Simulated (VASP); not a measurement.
A run of VASP 6.6.1:

The input INCAR:

```
PREC = Accurate ; ENCUT = 600
EDIFF = 1E-7 ; ISMEAR = 0
SIGMA = 0.1 ; LREAL = False
LASPH = True ; NELM = 100
ALGO = Normal ; ISIF = 3
LWAVE = False ; LCHARG = False
GGA = PE ; IBRION = 2
NSW = 90 ; EDIFFG = -0.04
```

The input KPOINTS:

```
Automatic mesh
0
Gamma
  3 3 4
```

The input POSCAR:

```
Al3C2
1.0
    6.8018759500      0.0000000000      0.0000000000
   -3.4009379700      5.8905973700      0.0000000000
    0.0000000000      0.0000000000      4.2146764300
Al C
6 4
Direct
    0.3863689600      0.0808029700      0.2500000000
    0.6136310400      0.9191970300      0.7500000000
    0.9191970300      0.3055659900      0.2500000000
    0.0808029700      0.6944340100      0.7500000000
    0.6944340100      0.6136310400      0.2500000000
    0.3055659900      0.3863689600      0.7500000000
    0.3333333300      0.6666666700      0.2500000000
    0.6666666700      0.3333333300      0.7500000000
    0.0000000000      0.0000000000      0.0000000000
    0.0000000000      0.0000000000      0.5000000000
```

Potentials or basis: VASP PAW PBE potentials, release 64 (Al, C).

Launch:

```sh
$ cat potpaw_PBE.64/Al/POTCAR potpaw_PBE.64/C/POTCAR > POTCAR
$ mpirun -np 1 vasp_std > vasp.out
```

Hardware: 1 thread of Intel(R) Xeon(R) 6975P-C (Granite Rapids), on a shared host.

Question: How long does it take, and how much memory?

Answer: Run time: 14 min on 1 thread of Intel(R) Xeon(R) 6975P-C (Granite Rapids), on a shared host, peak memory 0.34 GiB. Counts: scf iterations 410, k points 9, ion steps 42.
